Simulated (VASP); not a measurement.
A run of VASP 6.6.1:

The input INCAR:

```
SYSTEM = Cd
ALGO     = Normal         ! electronic algorithm
EDIFF    = 1E-6           ! SCF threshold, eV
ENCUT    = 630            ! plane-wave cutoff, eV
GGA_COMPAT= .FALSE.      
ISIF     = 2              ! what is computed and relaxed
ISMEAR   = -1             ! smearing method
LASPH    = .TRUE.         ! aspherical terms in the spheres
LCHARG   = .FALSE.        ! write CHGCAR
LREAL    = .FALSE.        ! projectors in reciprocal space
LWAVE    = .FALSE.        ! write WAVECAR
NBANDS   = 27             ! bands
NELM     = 120            ! most SCF steps
PREC     = Accurate       ! precision mode
SIGMA    = 0.1            ! smearing width, eV
```

File KPOINTS:

```
k-points
0
G
  13 13 6
  0 0 0
```

The input POSCAR:

```
Cd
1.0
    2.8818641727      0.0000000000      0.0000000000
   -1.4409320863      2.4957675838      0.0000000000
    0.0000000000      0.0000000000      5.6383707528
Cd
2
Direct
    0.3333333333      0.6666666667      0.2500000000
    0.6666666667      0.3333333333      0.7500000000
```

Potentials or basis: VASP PAW LDA potentials, release 64 (Cd_sv_GW).

Command:

```sh
$ cat potpaw_LDA.64/Cd_sv_GW/POTCAR > POTCAR
$ mpirun -np 1 vasp_std > vasp.out
```

Hardware: 1 thread of AMD EPYC 9R45 96-Core Processor (Zen 5), on a shared host.

Task: How long does it take, and how much memory?

Result: Wall time 58 s on 1 thread of AMD EPYC 9R45 96-Core Processor (Zen 5) (shared host), peak memory 0.21 GiB. Counts: scf iterations 11, k points 84.
